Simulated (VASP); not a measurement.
# AlN (F-43m) in VASP: further runs

The runs below take AlN through single point, relaxation of cell and atoms, with LDA.

All numbers are computed with VASP 6.6.1; they aren't measurements. Logs are shortened: lines on timing, memory, paths and dates and some standing lists are left out, and cuts for length are marked.

### 1 The cell of the first run

It takes space group F-43m (No. 216, cubic). The conventional cell has a = 4.280 Å, b = 4.280 Å, c = 4.280 Å, α = 90.00°, β = 90.00°, γ = 90.00°. Within 2.5 Å of Al (site symmetry -43m) lie 4 N at 1.85 Å. N (site symmetry -43m) has 4 Al at 1.85 Å within 2.5 Å.

### 2 Single point, LDA

INCAR reads:

```
ALGO = Normal ; EDIFF = 1E-6
ENCUT = 600 ; GGA_COMPAT = False
ISIF = 2 ; ISMEAR = 0
LASPH = True ; LCHARG = True
LELF = True ; LREAL = False
LVHAR = True ; LWAVE = False
NBANDS = 11 ; NELM = 120
PREC = Accurate ; SIGMA = 0.01
```

KPOINTS reads:

```
k-points
0
Gamma
  7 7 7
```

POSCAR reads:

```
AlN
1.0
    0.0000000000      2.1397506688      2.1397506688
    2.1397506688      0.0000000000      2.1397506688
    2.1397506688      2.1397506688      0.0000000000
Al N
1 1
Direct
    0.0000000000      0.0000000000      0.0000000000
    0.7500000000      0.7500000000      0.7500000000
```

Potentials or basis: VASP PAW LDA potentials, release 64 (Al, N).

Run with:

```sh
$ cat potpaw_LDA.64/Al/POTCAR potpaw_LDA.64/N/POTCAR > POTCAR
$ mpirun -np 1 vasp_std > vasp.out
```

OUTCAR:

```text
EDIFF = 1E-6
   ENCUT = 600
   ISIF = 2
   ISMEAR = 0
   LASPH = True
   LREAL = False
   NELM = 120
   PREC = Accurate

 ion  position               nearest neighbor table
   1  0.000  0.000  0.000-   2 1.85   2 1.85   2 1.85   2 1.85
   2  0.750  0.750  0.750-   1 1.85   1 1.85   1 1.85   1 1.85

  LATTYP: Found a face centered cubic cell.
 ALAT       =     4.2795013376

  Lattice vectors:

 A1 = (   0.0000000000,   2.1397506688,   2.1397506688)
 A2 = (   2.1397506688,   0.0000000000,   2.1397506688)
 A3 = (   2.1397506688,   2.1397506688,   0.0000000000)

Analysis of symmetry for initial positions (statically):
=====================================================================
 Subroutine PRICEL returns:
 Original cell was already a primitive cell.

 Routine SETGRP: Setting up the symmetry group for a
 face centered cubic supercell.

 Subroutine GETGRP returns: Found 24 space group operations
 (whereof 24 operations were pure point group operations)
 out of a pool of 48 trial point group operations.

The static configuration has the point symmetry T_d .

Analysis of symmetry for dynamics (positions and initial velocities):
=====================================================================
 Subroutine PRICEL returns:
 Original cell was already a primitive cell.

 Routine SETGRP: Setting up the symmetry group for a
 face centered cubic supercell.

 Subroutine GETGRP returns: Found 24 space group operations
 (whereof 24 operations were pure point group operations)
 out of a pool of 48 trial point group operations.

The dynamic configuration has the point symmetry T_d .

 Subroutine INISYM returns: Found 24 space group operations
 (whereof 24 operations are pure point group operations),
 and found     1 'primitive' translations

----------------------------------------------------------------------------------------

                                     Primitive cell

  volume of cell :      19.5938

  direct lattice vectors                    reciprocal lattice vectors
     0.000000000  2.139750669  2.139750669    -0.233672085  0.233672085  0.233672085
     2.139750669  0.000000000  2.139750669     0.233672085 -0.233672085  0.233672085
     2.139750669  2.139750669  0.000000000     0.233672085  0.233672085 -0.233672085

  length of vectors
     3.026064416  3.026064416  3.026064416     0.404731923  0.404731923  0.404731923

  position of ions in fractional coordinates (direct lattice)
     0.000000000  0.000000000  0.000000000
     0.750000000  0.750000000  0.750000000

  ion indices of the primitive-cell ions
   primitive index   ion index
                 1           1
                 2           2

----------------------------------------------------------------------------------------

 KPOINTS: k-points

Automatic generation of k-mesh.
 Grid dimensions read from file:
 generate k-points for:    7    7    7

 Generating k-lattice:

  Cartesian coordinates                     Fractional coordinates (reciprocal lattice)
    -0.033381726  0.033381726  0.033381726     0.142857143  0.000000000  0.000000000
     0.033381726 -0.033381726  0.033381726     0.000000000  0.142857143  0.000000000
     0.033381726  0.033381726 -0.033381726     0.000000000  0.000000000  0.142857143

  Length of vectors
     0.057818846  0.057818846  0.057818846

  Shift w.r.t. Gamma in fractional coordinates (k-lattice)
     0.000000000  0.000000000  0.000000000

 Subroutine IBZKPT returns following result:
 ===========================================

 Found     20 irreducible k-points:

 Following reciprocal coordinates:
            Coordinates               Weight
  0.000000  0.000000  0.000000      1.000000
  0.142857  0.000000  0.000000      8.000000
  0.285714  0.000000  0.000000      8.000000
  0.428571  0.000000  0.000000      8.000000
  0.142857  0.142857  0.000000      6.000000
  0.285714  0.142857  0.000000     24.000000
[... 12 lines left out ...]
 -0.428571  0.428571  0.142857     24.000000
 -0.285714  0.428571  0.142857     24.000000
   k-points           NKPTS =     20   k-points in BZ     NKDIM =     20   number of bands    NBANDS=     11
   number of dos      NEDOS =    301   number of ions     NIONS =      2
   total plane-waves  NPLWV =  13824
   dimension x,y,z NGX =    24 NGY =   24 NGZ =   24
   dimension x,y,z NGXF=    48 NGYF=   48 NGZF=   48
   ions per type =               1   1
   NGX,Y,Z   is equivalent  to a cutoff of  13.19, 13.19, 13.19 a.u.
   NGXF,Y,Z  is equivalent  to a cutoff of  26.37, 26.37, 26.37 a.u.
 SYSTEM =  unknown system
   PREC   = accura    normal or accurate (medium, high low for compatibility)
   ISTART =      0    job   : 0-new  1-cont  2-samecut
   ICHARG =      2    charge: 1-file 2-atom 10-const
   ISPIN  =      1    spin polarized calculation?
   LNONCOLLINEAR =      F non collinear calculations
   LSORBIT =      F    spin-orbit coupling
   LASPH  =      T    aspherical Exc in radial PAW
   ENCUT  =  600.0 eV  44.10 Ry    6.64 a.u.   6.04  6.04  6.04*2*pi/ulx,y,z
   NELM   =    120;   NELMIN=  2; NELMDL= -5     # of ELM steps
   EDIFF  = 0.1E-05   stopping-criterion for ELM
   LREAL  =      F    real-space projection
   EDIFFG = 0.1E-04   stopping-criterion for IOM
   NSW    =      0    number of steps for IOM
   IBRION =     -1    ionic relax: 0-MD 1-quasi-New 2-CG
   NFREE  =      0    steps in history (QN), initial steepest desc. (CG)
   ISIF   =      2    stress and relaxation
   ISYM   =      2    0-nonsym 1-usesym 2-fastsym
   POTIM  = 0.5000    time-step for ionic-motion
   TEBEG  =    0.0;   TEEND  =   0.0 temperature during run
   PSTRESS=    0.0 pullay stress
   NELECT =       8.0000    total number of electrons
   NUPDOWN=      -1.0000    fix difference up-down
   EMIN   =  10.00;   EMAX   =-10.00  energy-range for DOS
   EFERMI =   0.00;   METHOD = LEGACY
   ISMEAR =     0;   SIGMA  =   0.01  broadening in eV -4-tet -1-fermi 0-gaus
   EFERMI_NEDOS =   21; number of points for ismear=-14 and -15
   IALGO  =     38    algorithm
   IMIX   =      4    mixing-type and parameters
     AMIX     =   0.40;   BMIX     =  1.00
     AMIX_MAG =   1.60;   BMIX_MAG =  1.00
  volume/ion in A,a.u.               =       9.80        66.11
  Fermi-wavevector in a.u.,A,eV,Ry     =   1.214502  2.295076 20.068807  1.475016
  Thomas-Fermi vector in A             =   2.349920
   LORBIT       =      0    0 simple, 1 ext, 2 COOP (PROOUT), +10 PAW based schemes
   GGA     = CA    functional components
   LHFCALC =     F    Hartree Fock is set to
   AEXX    =    0.0000 exact exchange contribution
   IVDW    =     0    specifies the selected vdW correction
   LEPSILON=     F    determine dielectric tensor
   LRPA    =     F    only Hartree local field effects (RPA)
 non-spin polarized calculation
 Gauss-broadening in eV      SIGMA  =   0.01
  energy-cutoff  :      600.00
  volume of cell :       19.59
 maximum number of plane-waves:       668
   NGX = 13   NGY = 13   NGZ = 13

 number of electron       7.9999999 magnetization

 Free energy of the ion-electron system (eV)
  ---------------------------------------------------
  ext. energy  EPLUGINS =         0.00000000
  ---------------------------------------------------
  free energy    TOTEN  =       -16.34482020 eV

  energy without entropy =      -16.34482020  energy(sigma->0) =      -16.34482020

 E-fermi :   6.4162     XC(G=0): -11.5364

 val. band max:        6.3043130683   @ k =   0.0000   0.0000   0.0000
 cond. band min:       9.8723280719   @ k =   0.4286   0.4286   0.0000
 fundamental gap:      3.5680150036
 Fermi energy:         6.4162290080

 k-point     1 :       0.0000    0.0000    0.0000
  band No.  band energies     occupation
      1      -8.8862      2.00000
      2       6.3043      2.00000
      3       6.3043      2.00000
      4       6.3043      2.00000
      5      11.0973      0.00000
      6      19.2504      0.00000
      7      19.2504      0.00000
      8      19.2504      0.00000
      9      24.3183      0.00000
     10      24.3183      0.00000
     11      25.8269      0.00000

 k-point     2 :       0.1429    0.0000    0.0000
  band No.  band energies     occupation
      1      -8.5627      2.00000
      2       4.8311      2.00000
      3       6.2015      2.00000
      4       6.2015      2.00000
      5      12.1949      0.00000
      6      18.5412      0.00000
      7      19.4350      0.00000
      8      19.4350      0.00000
      9      22.5771      0.00000
     10      22.5771      0.00000
     11      24.5768      0.00000

 k-point     3 :       0.2857    0.0000    0.0000
  band No.  band energies     occupation
      1      -7.6953      2.00000
      2       2.3306      2.00000
      3       5.9893      2.00000
      4       5.9893      2.00000
      5      13.5243      0.00000
      6      17.3915      0.00000
      7      18.6419      0.00000
      8      18.6419      0.00000
      9      23.4281      0.00000
     10      23.4281      0.00000
     11      24.0116      0.00000

 k-point     4 :       0.4286    0.0000    0.0000
  band No.  band energies     occupation
      1      -6.7482      2.00000
      2       0.4276      2.00000
      3       5.8351      2.00000
      4       5.8351      2.00000
      5      14.0753      0.00000
      6      16.6088      0.00000
      7      17.7704      0.00000
      8      17.7704      0.00000
      9      24.6837      0.00000
     10      26.1354      0.00000
     11      26.1354      0.00000

 k-point     5 :       0.1429    0.1429    0.0000
  band No.  band energies     occupation
      1      -8.4557      2.00000
      2       4.9370      2.00000
      3       5.8877      2.00000
      4       5.8877      2.00000
      5      12.4429      0.00000
      6      18.1465      0.00000
      7      19.7537      0.00000
      8      19.8312      0.00000
      9      19.8312      0.00000
     10      24.9594      0.00000
     11      27.1285      0.00000
[... 155 lines left out ...]
 k-point    17 :       0.4286    0.2857    0.1429
  band No.  band energies     occupation
      1      -7.0201      2.00000
      2       2.2031      2.00000
      3       4.3697      2.00000
      4       5.4391      2.00000
      5      13.2006      0.00000
      6      16.9978      0.00000
      7      17.5865      0.00000
      8      20.0168      0.00000
      9      21.8415      0.00000
     10      26.5983      0.00000
     11      29.1163      0.00000

 k-point    18 :      -0.4286    0.2857    0.1429
  band No.  band energies     occupation
      1      -6.2564      2.00000
      2       1.2740      2.00000
      3       3.7063      2.00000
      4       4.9914      2.00000
      5      13.1860      0.00000
      6      16.4155      0.00000
      7      18.5785      0.00000
      8      19.7355      0.00000
      9      23.3835      0.00000
     10      25.9267      0.00000
     11      29.7253      0.00000

 k-point    19 :      -0.4286    0.4286    0.1429
  band No.  band energies     occupation
      1      -5.9859      2.00000
      2       1.6423      2.00000
      3       3.7017      2.00000
      4       4.0635      2.00000
      5      11.4270      0.00000
      6      16.5592      0.00000
      7      19.2666      0.00000
      8      20.7711      0.00000
      9      22.9982      0.00000
     10      27.5420      0.00000
     11      31.8736      0.00000

 k-point    20 :      -0.2857    0.4286    0.1429
  band No.  band energies     occupation
      1      -5.8564      2.00000
      2       2.1915      2.00000
      3       2.3683      2.00000
      4       4.2076      2.00000
      5      12.3398      0.00000
      6      17.2488      0.00000
      7      19.1279      0.00000
      8      19.6803      0.00000
      9      23.6234      0.00000
     10      25.6297      0.00000
     11      32.1850      0.00000

------------------------ aborting loop because EDIFF is reached ----------------------------------------

  FORCE on cell =-STRESS in cart. coord.  units (eV):
  Direction    XX          YY          ZZ          XY          YZ          ZX
  --------------------------------------------------------------------------------------
  -------------------------------------------------------------------------------------
  Total        1.3098730      1.3098730      1.3098730     -0.0000000      0.0000000     -0.0000000
  in kB      107.1075934    107.1075934    107.1075934     -0.0000000      0.0000000     -0.0000000
  external PRESSURE =     107.1075934 kB  Pullay stress =       0.0000000 kB

 VOLUME and BASIS-vectors are now :
 -----------------------------------------------------------------------------
  energy-cutoff  :      600.00
  volume of cell :       19.59
      direct lattice vectors                 reciprocal lattice vectors
     0.000000000  2.139750669  2.139750669    -0.233672085  0.233672085  0.233672085
     2.139750669  0.000000000  2.139750669     0.233672085 -0.233672085  0.233672085
     2.139750669  2.139750669  0.000000000     0.233672085  0.233672085 -0.233672085

 POSITION                                       TOTAL-FORCE (eV/Angst)
 -----------------------------------------------------------------------------------
      0.00000      0.00000      0.00000        -0.000000      0.000000      0.000000
      3.20963      3.20963      3.20963         0.000000     -0.000000     -0.000000
 -----------------------------------------------------------------------------------
    total drift:                                0.000000      0.000000      0.000000

  FREE ENERGIE OF THE ION-ELECTRON SYSTEM (eV)
  ---------------------------------------------------
  free  energy   TOTEN  =       -16.3448202035 eV

  energy  without entropy=      -16.3448202035  energy(sigma->0) =      -16.34482020
```

It took 7.2 s on 1 thread of Intel Xeon 8259CL, shared host; peak memory 0.12 GiB.

Results:

* Free energy: -16.3448 eV
* Pressure: 10.7 GPa
* Band gap on the k mesh: 3.57 eV, indirect (least direct gap 4.79 eV)

### 3 Relaxation of cell and atoms, LDA

This run uses another cell than the first one, of 10.42 Å³/atom, 1.063 times its volume.

INCAR reads:

```
  PREC = Accurate
  ENCUT = 600
  EDIFF = 1E-7
  ISMEAR = 0
  SIGMA = 0.01
  LREAL = False
  LASPH = True
  NELM = 120
  ALGO = Normal
  ISIF = 3
  LWAVE = False
  LCHARG = False
  GGA = CA
  IBRION = 2
  NSW = 80
  EDIFFG = -0.001
  GGA_COMPAT = False
  NELMIN = 4
```

KPOINTS reads:

```
regular mesh
0
Gamma
  7 7 7
```

POSCAR reads:

```
AlN
1.0
    0.0000000000      2.1839940000      2.1839940000
    2.1839940000      0.0000000000      2.1839940000
    2.1839940000      2.1839940000      0.0000000000
Al N
1 1
Direct
    0.0000000000      0.0000000000      0.0000000000
    0.7500000000      0.7500000000      0.7500000000
```

Potentials or basis: VASP PAW LDA potentials, release 64 (Al, N).

Run with:

```sh
$ cat potpaw_LDA.64/Al/POTCAR potpaw_LDA.64/N/POTCAR > POTCAR
$ mpirun -np 1 vasp_std > vasp.out
```

Run time: 18 s. Hardware: 1 thread of Intel Xeon 8259CL, shared host; peak memory 0.14 GiB.

The run converged. Its results:

| Quantity | Value |
| --- | --- |
| Free energy | -16.3761 eV |
| Relaxed volume | 10.26 Å³/atom |
| Relaxed cell | a = 3.073 Å, b = 3.073 Å, c = 3.073 Å, α = 60.00°, β = 60.00°, γ = 60.00° |
| Space group after relaxing (to 0.05 Å) | F-43m (No. 216) |
| Energy gained by relaxing | 1.5 meV/atom |
| Ionic steps | 3 |
| Pressure after relaxing | 0.0 GPa |
| Band gap on the k mesh | 3.54 eV, indirect (least direct gap 4.37 eV) |

The path:
```csv
step,energy change (eV),largest force (eV/Å),pressure (GPa),volume (Å³)
1,0.0000,0.0000,-3.11,20.83
2,-0.0003,0.0000,3.10,20.23
3,-0.0031,0.0000,-0.01,20.52
```

Final structure:
```cif
data_structure
_symmetry_space_group_name_H-M 'P 1'
_symmetry_Int_Tables_number 1
_cell_length_a 3.0731
_cell_length_b 3.0731
_cell_length_c 3.0731
_cell_angle_alpha 60.000
_cell_angle_beta 60.000
_cell_angle_gamma 60.000
_cell_volume 20.52
loop_
_atom_site_label
_atom_site_type_symbol
_atom_site_fract_x
_atom_site_fract_y
_atom_site_fract_z
_atom_site_occupancy
Al1 Al 0.00000 0.00000 0.00000 1
N1 N 0.75000 0.75000 0.75000 1
```

Levels at points of the mesh, in eV from the valence-band top:
```
           k point  band 1  band 2  band 3  band 4  band 5  band 6  band 7  band 8
(0.00, 0.00, 0.00)  -14.91    0.00    0.00    0.00    4.37   12.48   12.48   12.48
```

A k mesh can miss the band edges. Expect the measured gap to be larger: semilocal functionals such as LDA lack the derivative discontinuity.

### 4 Relaxation of cell and atoms, LDA, target pressure 10 GPa, at which the enthalpy is minimised

This run uses another cell than the first one, of 10.42 Å³/atom, 1.063 times its volume.

INCAR reads:

```
PREC = Accurate
ENCUT = 600
EDIFF = 1E-7
ISMEAR = 0
SIGMA = 0.01
LREAL = F
LASPH = T
NELM = 120
ALGO = Normal
ISIF = 3
LWAVE = F
LCHARG = F
GGA = CA
IBRION = 2
NSW = 80
EDIFFG = -0.001
PSTRESS = 100.0
GGA_COMPAT = F
NELMIN = 4
```

KPOINTS is that of step 3.

POSCAR is that of step 3.

Run with:

```sh
$ cat potpaw_LDA.64/Al/POTCAR potpaw_LDA.64/N/POTCAR > POTCAR
$ mpirun -np 1 vasp_std > vasp.out
```

It took 30 s on 1 thread of Intel Xeon 8259CL, shared host; peak memory 0.14 GiB.

The run converged. Its results:

```
Free energy                                            : -16.3497 eV
Relaxed volume                                         : 9.82 Å³/atom
Relaxed cell                                           : a = 3.029 Å, b = 3.029 Å, c = 3.029 Å, α = 60.00°, β = 60.00°, γ = 60.00°
Space group after relaxing (to 0.05 Å)                 : F-43m (No. 216)
Energy change on relaxing (the enthalpy is what falls) : +11.6 meV/atom
Ionic steps                                            : 6
Pressure after relaxing                                : 10.0 GPa
Band gap on the k mesh                                 : 3.57 eV, indirect (least direct gap 4.77 eV)
```

Step by step:
```tsv
step	energy change (eV)	largest force (eV/Å)	pressure (GPa)	volume (Å³)
1	0.0000	0.0000	-3.11	20.83
2	0.1750	0.0000	29.03	18.37
3	0.0222	0.0000	9.79	19.66
4	0.0237	0.0000	10.08	19.64
5	0.0228	0.0000	9.92	19.65
6	0.0232	0.0000	10.00	19.65
```

Final structure:
```
CELL_PARAMETERS angstrom
0.00000 2.14167 2.14167
2.14167 0.00000 2.14167
2.14167 2.14167 0.00000
ATOMIC_POSITIONS crystal
Al 0.00000 0.00000 0.00000
N 0.75000 0.75000 0.75000
```

Levels at points of the mesh, in eV from the valence-band top:
| k point | band 1 | band 2 | band 3 | band 4 | band 5 | band 6 | band 7 | band 8 |
| --- | --- | --- | --- | --- | --- | --- | --- | --- |
| (0.00, 0.00, 0.00) | -15.17 | 0.00 | 0.00 | 0.00 | 4.77 | 12.92 | 12.92 | 12.92 |

Caveat: the cell is relaxed towards a set pressure, so the enthalpy falls and the energy may rise. A k mesh can miss the band edges.

[end of part 1 of 3]
